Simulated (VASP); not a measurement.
# LiW16 (a cell with a defect) in VASP: single point with PBE

Aim: the single point of LiW16 (a cell with a defect) with PBE.

Program: VASP 6.6.1. These are calculated values, not measurements. Logs are shortened: lines on timing, memory, paths and dates and some standing lists are left out, and cuts for length are marked.

**1. The cell of the first run**

The cell holds a defect, 17 atoms: a = 6.320 Å, b = 6.320 Å, c = 6.320 Å, α = 90.00°, β = 90.00°, γ = 90.00°.

**2. Single point, PBE**

Input file INCAR:

```
SYSTEM = LiW16
  PREC = Accurate
  ENCUT = 520
  EDIFF = 1E-6
  ISMEAR = -1
  SIGMA = 0.05
  LREAL = Auto
  LASPH = .TRUE.
  NELM = 80
  ALGO = Normal
  ISIF = 2
  LWAVE = .FALSE.
  LCHARG = .TRUE.
  GGA = PE
  LELF = .TRUE.
  LVHAR = .TRUE.
  NBANDS = 128
```

Input file KPOINTS:

```
regular mesh
0
G
  3 3 3
  0 0 0
```

Input file POSCAR:

```
LiW16
1.0
    6.3200000000      0.0000000000      0.0000000000
    0.0000000000      6.3200000000      0.0000000000
    0.0000000000      0.0000000000      6.3200000000
W Li
16 1
Direct
   -0.0289003165     -0.0200732595      0.0379237342
    0.5027568038     -0.0033226266      0.0083411392
    0.0023403481      0.4928878165      0.0066982595
    0.0008371835     -0.0032561709      0.5065147152
    0.2514971519      0.2455229430      0.2468256329
    0.5109250000      0.5005049051      0.0116382911
    0.4981848101     -0.0000422468      0.5108931962
    0.7505517405      0.2502615506      0.2585392405
   -0.0026400316      0.5005547468      0.4980734177
    0.2532270570      0.7484419304      0.2546577532
    0.2850324367      0.3094431962      0.7238382911
    0.5168052215      0.5058726266      0.4922140823
    0.7498862342      0.7475018987      0.2591876582
    0.7621625000      0.2455299051      0.7575816456
    0.2557517405      0.7256705696      0.7532693038
    0.7543697785      0.7484075949      0.7558031646
    0.1884541139      0.0438572785     -0.1787458861
```

Potentials or basis: VASP PAW PBE potentials, release 64 (W_sv, Li_sv).

Run with:

```sh
$ cat potpaw_PBE.64/W_sv/POTCAR potpaw_PBE.64/Li_sv/POTCAR > POTCAR
$ mpirun -np 1 vasp_std > vasp.out
```

OUTCAR:

```text
SYSTEM = LiW16
   PREC = Accurate
   ENCUT = 520
   EDIFF = 1E-6
   ISMEAR = -1
   LREAL = Auto
   LASPH = .TRUE.
   NELM = 80
   ISIF = 2
   GGA = PE

 ion  position               nearest neighbor table
   1  0.971  0.980  0.038-  17 1.98  13 2.46   8 2.61  10 2.68  16 2.68  14 2.77   5 2.78   2 2.97
                             4 2.97  15 3.01   3 3.09   3 3.25   4 3.37   2 3.37
   2  0.503  0.997  0.008-  17 2.33   5 2.70  10 2.72  13 2.73   8 2.74  16 2.75  14 2.77  15 2.82
                             1 2.97  11 3.01   6 3.14   7 3.14   7 3.18   6 3.18   1 3.37
   3  0.002  0.493  0.007-   5 2.69  14 2.69  15 2.70   8 2.72  16 2.75  10 2.75  13 2.77  11 2.78
                             1 3.09   9 3.11   6 3.11   6 3.21   9 3.22   1 3.25
   4  0.001  0.997  0.507-  17 2.33  14 2.70  16 2.72  13 2.73   8 2.74  10 2.75   5 2.77  15 2.82
                             1 2.97  11 3.00   9 3.14   7 3.14   7 3.18   9 3.18   1 3.37
   5  0.251  0.246  0.247-   3 2.69   2 2.70   6 2.74   7 2.76   4 2.77   9 2.77   1 2.78  12 2.81
                            17 3.00  11 3.05  10 3.14   8 3.16   8 3.17  10 3.18  11 3.34
   6  0.511  0.501  0.012-  11 2.61  13 2.68   8 2.69  15 2.70  16 2.73  10 2.73   5 2.74  14 2.77
                            12 3.04   3 3.11   2 3.14   2 3.18   3 3.21  12 3.28
   7  0.498  1.000  0.511-  11 2.73  16 2.75  10 2.75   8 2.75  13 2.76  14 2.76   5 2.76  15 2.77
                            17 2.78  12 3.13   4 3.14   2 3.14   2 3.18   4 3.18  12 3.20
   8  0.751  0.250  0.259-   1 2.61  12 2.64   9 2.69   6 2.69   3 2.72   2 2.74   4 2.74   7 2.75
                            13 3.14  14 3.15   5 3.16   5 3.17  14 3.17  13 3.18
   9  0.997  0.501  0.498-  11 2.61  13 2.68   8 2.69  15 2.70  10 2.73  16 2.73  14 2.74   5 2.77
                            12 3.04   3 3.11   4 3.14   4 3.18   3 3.22  12 3.28
  10  0.253  0.748  0.255-   1 2.68   2 2.72  12 2.72   9 2.73   6 2.73   4 2.75   7 2.75   3 2.75
                            13 3.14   5 3.14  15 3.15  15 3.17   5 3.18  13 3.18
  11  0.285  0.309  0.724-  17 1.89  12 2.41   9 2.61   6 2.61  15 2.64   7 2.73   3 2.78   4 3.00
                             2 3.01   5 3.05  14 3.05  14 3.34   5 3.34
  12  0.517  0.506  0.492-  11 2.41  13 2.58   8 2.64  15 2.72  16 2.72  10 2.72   5 2.81  14 2.82
                             9 3.04   6 3.04   7 3.13   7 3.20   6 3.28   9 3.28
  13  0.750  0.748  0.259-   1 2.46  12 2.58   9 2.68   6 2.68   2 2.73   4 2.73   7 2.76   3 2.77
                            16 3.14  10 3.14   8 3.14   8 3.18  10 3.18  16 3.18
  14  0.762  0.246  0.758-   3 2.69   4 2.70   9 2.74   7 2.76   2 2.77   6 2.77   1 2.77  12 2.82
                            17 3.01  11 3.05  16 3.14   8 3.15   8 3.17  16 3.18  11 3.34
  15  0.256  0.726  0.753-  17 2.10  11 2.64   6 2.70   9 2.70   3 2.70  12 2.72   7 2.77   4 2.82
                             2 2.82   1 3.01  10 3.15  16 3.15  16 3.17  10 3.17
  16  0.754  0.748  0.756-   1 2.68   4 2.72  12 2.72   6 2.73   9 2.73   2 2.75   7 2.75   3 2.75
                            13 3.14  14 3.14  15 3.15  15 3.17  14 3.18  13 3.18
  17  0.188  0.044  0.821-  11 1.89   1 1.98  15 2.10   2 2.33   4 2.33   7 2.78   5 3.00  14 3.01

  LATTYP: Found a simple cubic cell.
 ALAT       =     6.3200000000

  Lattice vectors:

 A1 = (   6.3200000000,   0.0000000000,   0.0000000000)
 A2 = (   0.0000000000,   6.3200000000,   0.0000000000)
 A3 = (   0.0000000000,   0.0000000000,   6.3200000000)

[... 165 lines left out ...]
     AMIX_MAG =   1.60;   BMIX_MAG =  1.00
  volume/ion in A,a.u.               =      14.85       100.21
  Fermi-wavevector in a.u.,A,eV,Ry     =   1.580155  2.986060 33.972251  2.496890
  Thomas-Fermi vector in A             =   2.680426
   LORBIT       =      0    0 simple, 1 ext, 2 COOP (PROOUT), +10 PAW based schemes
   GGA     = PE    functional components
   LHFCALC =     F    Hartree Fock is set to
   AEXX    =    0.0000 exact exchange contribution
   IVDW    =     0    specifies the selected vdW correction
   LEPSILON=     F    determine dielectric tensor
   LRPA    =     F    only Hartree local field effects (RPA)
 non-spin polarized calculation
  energy-cutoff  :      520.00
  volume of cell :      252.44
 maximum number of plane-waves:      6859
   NGX = 23   NGY = 23   NGZ = 23

 number of electron     227.0000003 magnetization

 Free energy of the ion-electron system (eV)
  ---------------------------------------------------
  ext. energy  EPLUGINS =         0.00000000
  ---------------------------------------------------
  free energy    TOTEN  =      -201.41462399 eV

  energy without entropy =     -201.35895104  energy(sigma->0) =     -201.38678752

 E-fermi :  11.6568     XC(G=0): -13.7172

 val. band max:       11.6432774339   @ k =   0.0000   0.3333   0.0000
 cond. band min:      11.6814856365   @ k =   0.0000   0.0000   0.0000
 fundamental gap:      0.0382082026
 Fermi energy:        11.6567582539

 k-point     1 :       0.0000    0.0000    0.0000
  band No.  band energies     occupation
      1     -62.4216      2.00000
      2     -62.3354      2.00000
      3     -62.3323      2.00000
      4     -62.3015      2.00000
      5     -62.2983      2.00000
      6     -62.2977      2.00000
[... 1781 lines left out ...]
    124      13.5754      0.00000
    125      13.6368      0.00000
 [bands above 125 left out]

------------------------ aborting loop because EDIFF is reached ----------------------------------------

  FORCE on cell =-STRESS in cart. coord.  units (eV):
  Direction    XX          YY          ZZ          XY          YZ          ZX
  --------------------------------------------------------------------------------------
  -------------------------------------------------------------------------------------
  Total       30.7061507     40.1134277     30.6429166      5.1777429     -5.2039763     -4.4265407
  in kB      194.8878319    254.5945609    194.4864936     32.8624419    -33.0289417    -28.0946618
  external PRESSURE =     214.6562955 kB  Pullay stress =       0.0000000 kB

 VOLUME and BASIS-vectors are now :
 -----------------------------------------------------------------------------
  energy-cutoff  :      520.00
  volume of cell :      252.44
      direct lattice vectors                 reciprocal lattice vectors
     6.320000000  0.000000000  0.000000000     0.158227848  0.000000000  0.000000000
     0.000000000  6.320000000  0.000000000     0.000000000  0.158227848  0.000000000
     0.000000000  0.000000000  6.320000000     0.000000000  0.000000000  0.158227848

 POSITION                                       TOTAL-FORCE (eV/Angst)
 -----------------------------------------------------------------------------------
      6.13735      6.19314      0.23968         0.010951      0.017924     -0.009086
      3.17742      6.29900      0.05272        -0.005572      0.003469     -0.012044
      0.01479      3.11505      0.04233         0.001696      0.001001     -0.000972
      0.00529      6.29942      3.20117         0.011207      0.002312      0.004477
      1.58946      1.55170      1.55994         0.000726     -0.000724      0.004335
      3.22905      3.16319      0.07355         0.004724     -0.000366     -0.002064
[... 9 lines left out ...]
      4.76762      4.72994      4.77668         0.001396     -0.002170     -0.002358
      1.19103      0.27718      5.19033        -0.036641     -0.017758      0.029254
 -----------------------------------------------------------------------------------
    total drift:                               -0.005316     -0.016329     -0.005771

  FREE ENERGIE OF THE ION-ELECTRON SYSTEM (eV)
  ---------------------------------------------------
  free  energy   TOTEN  =      -201.4146239936 eV

  energy  without entropy=     -201.3589510385  energy(sigma->0) =     -201.38678752
```

stdout:

```text
POSCAR found type information on POSCAR W Li
 POSCAR found :  2 types and      17 ions
 scaLAPACK will be used
 LDA part: xc-table for (Slater+PW92), standard interpolation
 POSCAR, INCAR and KPOINTS ok, starting setup
 FFT: planning ... GRIDC
 FFT: planning ... GRID_SOFT
 FFT: planning ... GRID
 WAVECAR not read
 entering main loop
```

Run time: 30 min. Hardware: 1 thread of Intel Xeon 8259CL, shared host; peak memory 0.49 GiB.

What came out:

```yaml
Free_energy: -201.4146 eV
Largest_force: 0.057 eV/Å
Band_gap_on_the_k_mesh: zero (an odd number of electrons rules out a gap without spin polarisation)
```

Forces on the atoms (eV/Å):
```
W    0.011  0.018 -0.009
W   -0.006  0.003 -0.012
W    0.002  0.001 -0.001
W    0.011  0.002  0.004
W    0.001 -0.001  0.004
W    0.005  0.000 -0.002
W    0.004 -0.005 -0.003
W    0.000 -0.008 -0.003
W    0.003 -0.001 -0.004
W    0.003 -0.002 -0.001
W   -0.017 -0.019  0.021
W    0.035  0.030 -0.034
W   -0.018 -0.018  0.015
W   -0.002 -0.003 -0.001
W    0.004  0.020 -0.003
W    0.001 -0.002 -0.002
Li  -0.037 -0.018  0.029
```

Caveat: the cutoff is under 1.25 times the usual one of these potentials, so pressure, stress and relaxed cells hold a basis-set (Pulay) error; atoms lie so close that the PAW spheres overlap strongly, which falsifies energies and pressures; spin-orbit coupling is left out, which moves the levels of the heavy elements.

The gap in the log of VASP goes by the Fermi energy; the results here count the filled bands.